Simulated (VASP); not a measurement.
A run of VASP 6.6.1 is set up as follows.

The input POSCAR:

```
GaN
1.0
    0.0000000000      2.2714420703      2.2714420703
    2.2714420703      0.0000000000      2.2714420703
    2.2714420703      2.2714420703      0.0000000000
Ga N
1 1
Direct
    0.0000000000      0.0000000000      0.0000000000
    0.2500000000      0.2500000000      0.2500000000
```

INCAR.step1

```
SYSTEM = GaN
ALGO = Normal
EDIFF = 1E-4
ENCUT = 520
GGA = PE
ISMEAR = 0
LASPH = .True.
LCHARG = .False.
LREAL = .False.
LWAVE = .True.
NBANDS = 16
NELM = 80
PREC = Accurate
SIGMA = 0.01
```

File INCAR.step2:

```
SYSTEM = GaN
ALGO = Normal
EDIFF = 1E-7
ENCUT = 520
ISIF = 2
ISMEAR = 0
ISTART = 1
LASPH = .True.
LCHARG = .False.
LMIXTAU = .True.
LREAL = .False.
LWAVE = .False.
METAGGA = R2SCAN
NBANDS = 16
NELM = 80
PREC = Accurate
SIGMA = 0.01
```

Contents of KPOINTS:

```
k-points
0
Gamma
  10 10 10
  0 0 0
```

Potentials or basis: VASP PAW PBE potentials, release 64 (Ga_d, N).

Launch:

```bash
$ cat potpaw_PBE.64/Ga_d/POTCAR potpaw_PBE.64/N/POTCAR > POTCAR
$ cp INCAR.step1 INCAR
$ mpirun -np 1 vasp_std > vasp.out
$ cp INCAR.step2 INCAR
$ mpirun -np 1 vasp_std > vasp.out
```

(1) What does it give for the pressure?

(2) What does it give for the band gap on the k mesh?

Answers

(1) -4.5 GPa.

(2) 1.96 eV, direct.

Caveat: the cell differs from its parent crystal (strain +1.0%); the PAW data sets were made with another functional, which shifts forces and pressure a little.
